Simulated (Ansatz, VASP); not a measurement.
## Two plane-wave programs on MgO

```
Mg O
1.0
     0.00000    2.10000    2.10000
     2.10000    0.00000    2.10000
     2.10000    2.10000    0.00000
Mg O
1 1
Direct
  0.00000 0.00000 0.00000
  0.50000 0.50000 0.50000
```

Alike in both runs: task single point; functional r2SCAN; k mesh 9 × 9 × 9; occupations gaussian, width 0.3 eV; no spin polarisation.

|  | VASP | Ansatz |
| --- | --- | --- |
| version | VASP 6.6.1 | Ansatz 0.2.0 |
| potentials or method | VASP PAW PBE potentials, release 64 (Mg, O), cutoff 660 eV | PAW, plane waves, scalar-relativistic |
| valence electrons in the cell | 8 | 16 |

Ansatz gave:

| Item | Value |
| --- | --- |
| pressure (GPa) | 0.5 |

Problem. What did VASP give for the same quantities?

Solution. Pressure (GPa): -0.9.

VASP's potentials were made for PBE, not for r2SCAN. VASP's potentials hold 8 valence electrons a cell and Ansatz's 16, so a difference there can come from the potentials and not from the codes.
